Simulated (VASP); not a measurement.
A run of VASP 6.6.1:

File INCAR:

```
SYSTEM = Ga2Te2O
PREC = Accurate
ENCUT = 520
EDIFF = 1E-6
ISMEAR = 0
SIGMA = 0.1
LREAL = .False.
LASPH = .True.
NELM = 100
ALGO = Normal
ISIF = 2
LWAVE = .False.
LCHARG = .True.
GGA = PE
LELF = .True.
LVHAR = .True.
NBANDS = 30
```

File KPOINTS:

```
regular mesh
0
Gamma
  6 6 4
  0 0 0
```

The input POSCAR:

```
Ga2Te2O
1.0
    5.2728821705      0.0000000037      0.0000000000
   -2.6364410885      4.5664499090      0.0000000000
    0.0000000000      0.0000000000      7.9637851092
Ga Te O
2 2 1
Direct
    0.0000000000      0.0000000000      0.2581990637
    0.0000000000      0.0000000000      0.7418009363
    0.3333333333      0.6666666667      0.5000000000
    0.6666666667      0.3333333333      0.5000000000
    0.0000000000      0.0000000000      0.5000000000
```

Potentials or basis: VASP PAW PBE potentials, release 64 (Ga_d, Te, O).

The run is started by

```console
$ cat potpaw_PBE.64/Ga_d/POTCAR potpaw_PBE.64/Te/POTCAR potpaw_PBE.64/O/POTCAR > POTCAR
$ mpirun -np 1 vasp_std > vasp.out
```

Hardware: 1 thread of Intel(R) Xeon(R) Platinum 8375C CPU @ 2.90GHz (Ice Lake), with other jobs on the host.

Task: Estimate the wall time of this run.

Result: It took 100 s on 1 thread of Intel(R) Xeon(R) Platinum 8375C CPU @ 2.90GHz (Ice Lake), with other jobs on the host, peak memory 0.36 GiB. Counts: scf iterations 16, k points 21.
